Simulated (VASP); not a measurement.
# ZnPt (Cmmm) in VASP: single point with LDA

Aim: the single point of ZnPt with LDA.

Everything below comes from runs of VASP 6.6.1. Logs are shortened: lines on timing, memory, paths and dates and some standing lists are left out, and cuts for length are marked.

## 1. The cell of the first run

The structure is orthorhombic, space group Cmmm (No. 65). Conventional cell: a = 4.010 Å, b = 4.091 Å, c = 3.510 Å, α = 90.00°, β = 90.00°, γ = 90.00°. Within 3.6 Å of Zn (site symmetry mmm) lie 8 Pt at 2.66 to 2.70 Å and 6 Zn at 2.86 to 3.51 Å. Within 3.6 Å of Pt (site symmetry mmm) lie 8 Zn at 2.66 to 2.70 Å and 6 Pt at 2.86 to 3.51 Å.

## 2. Single point, LDA (strain -0.0200 x Voigt [0, 0, 0, 0, 0, 1])

Contents of INCAR:

```
PREC = Accurate
ENCUT = 500
EDIFF = 1E-6
ISMEAR = 0
SIGMA = 0.15
LREAL = F
LASPH = T
NELM = 120
ALGO = Normal
ISIF = 2
LWAVE = F
LCHARG = F
NBANDS = 22
GGA_COMPAT = F
```

Contents of KPOINTS:

```
regular mesh
0
Gamma
  16 16 14
```

Contents of POSCAR:

```
ZnPt
1.0
    2.8640000000     -0.0286400000      0.0000000000
   -0.0286400000      2.8640000000      0.0000000000
    0.0000000000      0.0000000000      3.5100000000
Zn Pt
1 1
Direct
    0.5000000000      0.5000000000      0.5000000000
    0.0000000000      0.0000000000      0.0000000000
```

Potentials or basis: VASP PAW LDA potentials, release 64 (Zn, Pt_sv_GW).

Started as:

```console
$ cat potpaw_LDA.64/Zn/POTCAR potpaw_LDA.64/Pt_sv_GW/POTCAR > POTCAR
$ mpirun -np 1 vasp_std > vasp.out
```

OUTCAR:

```text
PREC = Accurate
   ENCUT = 500
   EDIFF = 1E-6
   ISMEAR = 0
   LREAL = F
   LASPH = T
   NELM = 120
   ISIF = 2

 ion  position               nearest neighbor table
   1  0.500  0.500  0.500-   2 2.66   2 2.66   2 2.66   2 2.66   2 2.70   2 2.70   2 2.70   2 2.70

   2  0.000  0.000  0.000-   1 2.66   1 2.66   1 2.66   1 2.66   1 2.70   1 2.70   1 2.70   1 2.70

  LATTYP: Found a base centered orthorhombic cell.
 ALAT       =     4.0098045662
 B/A-ratio  =     1.0202020202
 C/A-ratio  =     0.8753543825

  Lattice vectors:

 A1 = (   2.8640000000,  -0.0286400000,   0.0000000000)
 A2 = (  -0.0286400000,   2.8640000000,   0.0000000000)
 A3 = (   0.0000000000,   0.0000000000,   3.5100000000)

Analysis of symmetry for initial positions (statically):
=====================================================================
 Subroutine PRICEL returns:
 Original cell was already a primitive cell.

 Routine SETGRP: Setting up the symmetry group for a
 base centered orthorhombic supercell.

 Subroutine GETGRP returns: Found  8 space group operations
 (whereof  8 operations were pure point group operations)
 out of a pool of  8 trial point group operations.

The static configuration has the point symmetry D_2h.

Analysis of symmetry for dynamics (positions and initial velocities):
=====================================================================
 Subroutine PRICEL returns:
 Original cell was already a primitive cell.

 Routine SETGRP: Setting up the symmetry group for a
 base centered orthorhombic supercell.

 Subroutine GETGRP returns: Found  8 space group operations
 (whereof  8 operations were pure point group operations)
 out of a pool of  8 trial point group operations.

The dynamic configuration has the point symmetry D_2h.

 Subroutine INISYM returns: Found  8 space group operations
 (whereof  8 operations are pure point group operations),
 and found     1 'primitive' translations

----------------------------------------------------------------------------------------

                                     Primitive cell

  volume of cell :      28.7879

  direct lattice vectors                    reciprocal lattice vectors
     2.864000000 -0.028640000  0.000000000     0.349196931  0.003491969  0.000000000
    -0.028640000  2.864000000  0.000000000     0.003491969  0.349196931  0.000000000
     0.000000000  0.000000000  3.510000000     0.000000000  0.000000000  0.284900285

  length of vectors
     2.864143196  2.864143196  3.510000000     0.349214390  0.349214390  0.284900285

  position of ions in fractional coordinates (direct lattice)
     0.500000000  0.500000000  0.500000000
     0.000000000  0.000000000  0.000000000

  ion indices of the primitive-cell ions
   primitive index   ion index
                 1           1
                 2           2

----------------------------------------------------------------------------------------

 KPOINTS: regular mesh

Automatic generation of k-mesh.
 Grid dimensions read from file:
 generate k-points for:   16   16   14

 Generating k-lattice:

  Cartesian coordinates                     Fractional coordinates (reciprocal lattice)
     0.021824808  0.000218248  0.000000000     0.062500000  0.000000000  0.000000000
     0.000218248  0.021824808  0.000000000     0.000000000  0.062500000  0.000000000
     0.000000000  0.000000000  0.020350020     0.000000000  0.000000000  0.071428571

  Length of vectors
     0.021825899  0.021825899  0.020350020

  Shift w.r.t. Gamma in fractional coordinates (k-lattice)
     0.000000000  0.000000000  0.000000000

 Subroutine IBZKPT returns following result:
 ===========================================

 Found    584 irreducible k-points:

 Following reciprocal coordinates:
            Coordinates               Weight
  0.000000  0.000000  0.000000      1.000000
  0.062500  0.000000  0.000000      4.000000
  0.125000  0.000000  0.000000      4.000000
  0.187500 -0.000000  0.000000      4.000000
  0.250000  0.000000  0.000000      4.000000
  0.312500 -0.000000  0.000000      4.000000
[... 16 lines left out ...]
 -0.125000  0.062500  0.000000      4.000000
 -0.062500  0.062500  0.000000      2.000000
 [... further k-points ...]
   k-points           NKPTS =    584   k-points in BZ     NKDIM =    584   number of bands    NBANDS=     22
   number of dos      NEDOS =    301   number of ions     NIONS =      2
   total plane-waves  NPLWV =  16128
   dimension x,y,z NGX =    24 NGY =   24 NGZ =   28
   dimension x,y,z NGXF=    48 NGYF=   48 NGZF=   56
   ions per type =               1   1
   NGX,Y,Z   is equivalent  to a cutoff of  13.93, 13.93, 13.26 a.u.
   NGXF,Y,Z  is equivalent  to a cutoff of  27.86, 27.86, 26.52 a.u.
 SYSTEM =  unknown system
   PREC   = accura    normal or accurate (medium, high low for compatibility)
   ISTART =      0    job   : 0-new  1-cont  2-samecut
   ICHARG =      2    charge: 1-file 2-atom 10-const
   ISPIN  =      1    spin polarized calculation?
   LNONCOLLINEAR =      F non collinear calculations
   LSORBIT =      F    spin-orbit coupling
   LASPH  =      T    aspherical Exc in radial PAW
   ENCUT  =  500.0 eV  36.75 Ry    6.06 a.u.   5.22  5.22  6.40*2*pi/ulx,y,z
   NELM   =    120;   NELMIN=  2; NELMDL= -5     # of ELM steps
   EDIFF  = 0.1E-05   stopping-criterion for ELM
   LREAL  =      F    real-space projection
   EDIFFG = 0.1E-04   stopping-criterion for IOM
   NSW    =      0    number of steps for IOM
   IBRION =     -1    ionic relax: 0-MD 1-quasi-New 2-CG
   NFREE  =      0    steps in history (QN), initial steepest desc. (CG)
   ISIF   =      2    stress and relaxation
   ISYM   =      2    0-nonsym 1-usesym 2-fastsym
   POTIM  = 0.5000    time-step for ionic-motion
   TEBEG  =    0.0;   TEEND  =   0.0 temperature during run
   PSTRESS=    0.0 pullay stress
   NELECT =      30.0000    total number of electrons
   NUPDOWN=      -1.0000    fix difference up-down
   EMIN   =  10.00;   EMAX   =-10.00  energy-range for DOS
   EFERMI =   0.00;   METHOD = LEGACY
   ISMEAR =     0;   SIGMA  =   0.15  broadening in eV -4-tet -1-fermi 0-gaus
   EFERMI_NEDOS =   21; number of points for ismear=-14 and -15
   IALGO  =     38    algorithm
   IMIX   =      4    mixing-type and parameters
     AMIX     =   0.40;   BMIX     =  1.00
     AMIX_MAG =   1.60;   BMIX_MAG =  1.00
  volume/ion in A,a.u.               =      14.39        97.14
  Fermi-wavevector in a.u.,A,eV,Ry     =   1.659760  3.136492 37.481383  2.754804
  Thomas-Fermi vector in A             =   2.747113
   LORBIT       =      0    0 simple, 1 ext, 2 COOP (PROOUT), +10 PAW based schemes
   GGA     = CA    functional components
   LHFCALC =     F    Hartree Fock is set to
   AEXX    =    0.0000 exact exchange contribution
   IVDW    =     0    specifies the selected vdW correction
   LEPSILON=     F    determine dielectric tensor
   LRPA    =     F    only Hartree local field effects (RPA)
 non-spin polarized calculation
 Gauss-broadening in eV      SIGMA  =   0.15
  energy-cutoff  :      500.00
  volume of cell :       28.79
 maximum number of plane-waves:       745
 NGX is ok and might be reduce to    24
   NGX = 11   NGY = 11   NGZ = 13

 number of electron      30.0000006 magnetization

 Free energy of the ion-electron system (eV)
  ---------------------------------------------------
  ext. energy  EPLUGINS =         0.00000000
  ---------------------------------------------------
  free energy    TOTEN  =       -10.30483716 eV

  energy without entropy =      -10.30026455  energy(sigma->0) =      -10.30255085

 E-fermi :   6.8673     XC(G=0): -13.4606

 val. band max:        6.8579298617   @ k =   0.3125   0.1250   0.4286
 cond. band min:       6.8804424296   @ k =   0.3125   0.3125   0.5000
 fundamental gap:      0.0225125679
 Fermi energy:         6.8673086759

 k-point     1 :       0.0000    0.0000    0.0000
  band No.  band energies     occupation
      1     -91.1101      2.00000
      2     -45.5638      2.00000
      3     -45.4906      2.00000
      4     -45.4857      2.00000
      5      -3.4829      2.00000
      6      -0.8964      2.00000
[... 14 lines left out ...]
     21      22.4670      0.00000
     22      24.3556      0.00000

 k-point     2 :       0.0625    0.0000    0.0000
  band No.  band energies     occupation
      1     -91.1097      2.00000
      2     -45.5633      2.00000
      3     -45.4957      2.00000
      4     -45.4866      2.00000
      5      -3.3965      2.00000
      6      -0.8724      2.00000
[... 14 lines left out ...]
     21      22.9937      0.00000
     22      24.4068      0.00000

 k-point     3 :       0.1250    0.0000    0.0000
  band No.  band energies     occupation
      1     -91.1088      2.00000
      2     -45.5612      2.00000
      3     -45.5144      2.00000
      4     -45.4857      2.00000
      5      -3.1413      2.00000
      6      -0.8169      2.00000
[... 14 lines left out ...]
     21      24.4550      0.00000
     22      24.6071      0.00000

 k-point     4 :       0.1875   -0.0000    0.0000
  band No.  band energies     occupation
      1     -91.1077      2.00000
      2     -45.5590      2.00000
      3     -45.5434      2.00000
      4     -45.4834      2.00000
      5      -2.7294      2.00000
      6      -0.7448      2.00000
[... 14 lines left out ...]
     21      24.1234      0.00000
     22      26.0485      0.00000

 k-point     5 :       0.2500    0.0000    0.0000
  band No.  band energies     occupation
      1     -91.1062      2.00000
      2     -45.5776      2.00000
      3     -45.5557      2.00000
      4     -45.4805      2.00000
      5      -2.1827      2.00000
      6      -0.6596      2.00000
[... 417 lines left out ...]
 k-point    22 :      -0.1875    0.0625    0.0000
  band No.  band energies     occupation
      1     -91.1075      2.00000
      2     -45.5582      2.00000
      3     -45.5428      2.00000
      4     -45.4903      2.00000
      5      -2.6589      2.00000
      6      -0.7202      2.00000
[... 14 lines left out ...]
     21      24.2351      0.00000
     22      26.1338      0.00000

 k-point    23 :      -0.1250    0.0625    0.0000
  band No.  band energies     occupation
      1     -91.1087      2.00000
      2     -45.5608      2.00000
      3     -45.5140      2.00000
      4     -45.4927      2.00000
      5      -3.0642      2.00000
      6      -0.7916      2.00000
[... 14 lines left out ...]
     21      24.4735      0.00000
     22      24.5709      0.00000

 k-point    24 :      -0.0625    0.0625    0.0000
  band No.  band energies     occupation
      1     -91.1095      2.00000
      2     -45.5628      2.00000
      3     -45.4966      2.00000
      4     -45.4921      2.00000
      5      -3.3143      2.00000
      6      -0.8486      2.00000
[... 14 lines left out ...]
     21      23.0242      0.00000
     22      24.4796      0.00000

 [... further k-points ...]

------------------------ aborting loop because EDIFF is reached ----------------------------------------

  FORCE on cell =-STRESS in cart. coord.  units (eV):
  Direction    XX          YY          ZZ          XY          YZ          ZX
  --------------------------------------------------------------------------------------
  -------------------------------------------------------------------------------------
  Total       -2.1233705     -2.1233705     -2.1140203      0.1852777      0.0000000      0.0000000
  in kB     -118.1752819   -118.1752819   -117.6548985     10.3115509      0.0000000      0.0000000
  external PRESSURE =    -118.0018208 kB  Pullay stress =       0.0000000 kB

 VOLUME and BASIS-vectors are now :
 -----------------------------------------------------------------------------
  energy-cutoff  :      500.00
  volume of cell :       28.79
      direct lattice vectors                 reciprocal lattice vectors
     2.864000000 -0.028640000  0.000000000     0.349196931  0.003491969  0.000000000
    -0.028640000  2.864000000  0.000000000     0.003491969  0.349196931  0.000000000
     0.000000000  0.000000000  3.510000000     0.000000000  0.000000000  0.284900285

 POSITION                                       TOTAL-FORCE (eV/Angst)
 -----------------------------------------------------------------------------------
      1.41768      1.41768      1.75500         0.000000      0.000000      0.000000
      0.00000      0.00000      0.00000        -0.000000      0.000000      0.000000
 -----------------------------------------------------------------------------------
    total drift:                                0.000000      0.000000     -0.000000

  FREE ENERGIE OF THE ION-ELECTRON SYSTEM (eV)
  ---------------------------------------------------
  free  energy   TOTEN  =       -10.3048371604 eV

  energy  without entropy=      -10.3002645487  energy(sigma->0) =      -10.30255085
```

Run time: 89 s. Hardware: 1 thread of Intel Xeon 6975P-C (Granite Rapids), shared host; peak memory 0.44 GiB.

What came out:

* Free energy: -10.3048 eV
* Pressure: -11.8 GPa
* Band gap on the k mesh: zero (bands 15 and 16 overlap by 4.57 eV)

Stress tensor (GPa, compression positive):
```
-11.82   1.03   0.00
  1.03 -11.82   0.00
  0.00   0.00 -11.77
```

Levels at points of the mesh, in eV from the Fermi level:
```tsv
k point	band 12	band 13	band 14	band 15	band 16	band 17	band 18	band 19
(0.00, 0.00, 0.00)	-3.96	-1.51	-1.50	-0.93	2.45	8.32	8.37	8.85
(0.50, 0.00, 0.00)	-4.22	-4.16	-2.61	-1.60	1.15	9.14	9.78	11.35
(0.50, 0.50, 0.00)	-2.58	-2.52	-0.52	-0.20	0.16	5.00	5.56	9.01
(0.00, 0.00, 0.50)	-4.90	-2.44	-2.35	-1.89	-1.00	12.46	13.56	13.67
(0.50, 0.00, 0.50)	-2.07	-1.83	-1.58	-1.25	-1.19	3.10	4.13	13.37
(0.50, 0.50, 0.50)	-5.01	-1.27	0.17	2.59	5.01	5.37	5.60	6.85
```

Caveat: the cell differs from its parent crystal (strain -0.0200 x Voigt [0, 0, 0, 0, 0, 1]); the cell stands under tension; spin-orbit coupling is left out, which moves the levels of the heavy elements.
